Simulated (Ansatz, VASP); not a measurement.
BN in VASP and in Ansatz

```
CELL_PARAMETERS angstrom
2.56306 0.00000 0.00000
0.00000 3.62471 0.00000
0.00000 0.00000 17.28150
ATOMIC_POSITIONS crystal
B 0.00000 0.83504 0.48747
B 0.50000 0.33504 0.51253
N 0.50000 0.66496 0.46939
N 0.00000 0.16496 0.53061
```

Alike in both runs: task single point; functional PBE; k mesh 12 × 8 × 1; occupations fermi-dirac, width 0.02 eV; no spin polarisation.

|  | VASP | Ansatz |
| --- | --- | --- |
| version | VASP 6.6.1 | Ansatz 0.2.0 |
| potentials or method | VASP PAW PBE potentials, release 64 (B, N), cutoff 520 eV | all-electron LAPW, scalar-relativistic |

VASP gave:

| Quantity | Value |
| --- | --- |
| gap on the k mesh at the Fermi level (eV) | 4.42 |
| rms of the force components (eV/Å) | 0.010 |

What did Ansatz give for the same quantities?

gap on the k mesh at the Fermi level (eV): 4.42; rms of the force components (eV/Å): 0.002.

Ansatz ran all-electron here, and VASP with PAW potentials. Ansatz's warnings: slab cell height set, structure snapped to symmetry.
